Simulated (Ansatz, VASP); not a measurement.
# Two plane-wave programs on CuH2

```xyz
3
Lattice="-1.1851 1.1851 4.8006 1.1851 -1.1851 4.8006 1.1851 1.1851 -4.8006" Properties=species:S:1:pos:R:3 pbc="T T T"
Cu    0.0000    0.0000    0.0000
H     0.0000    0.0000    5.7833
H     0.0000    0.0000    3.8179
```

Alike in both runs: functional PBE; k mesh 26 × 26 × 26; occupations gaussian, width 0.1 eV; no spin polarisation.

Ansatz relaxed the structure, and its values are those at the end. VASP's run is a single point on that final structure, the one shown.

|  | VASP | Ansatz |
| --- | --- | --- |
| version | VASP 6.6.1 | Ansatz 0.2.0 |
| potentials or method | VASP PAW PBE potentials, release 64 (Cu, H), cutoff 520 eV | scalar-relativistic, plane waves, PAW |
| valence electrons in the cell | 13 | 21 |

|  | VASP | Ansatz | Ansatz less VASP |
| --- | --- | --- | --- |
| gap on the k mesh at the Fermi level (eV) | none | none | - |
| pressure (GPa) | 0.2 | 0.0 | -0.15 |
| rms of the force components (eV/Å) | 0.003 | 0.000 | -0.0030 |

A gap of «none» marks a metal or a gap that the smearing closes. VASP's potentials hold 13 valence electrons a cell and Ansatz's 21, so a difference there can come from the potentials and not from the codes.
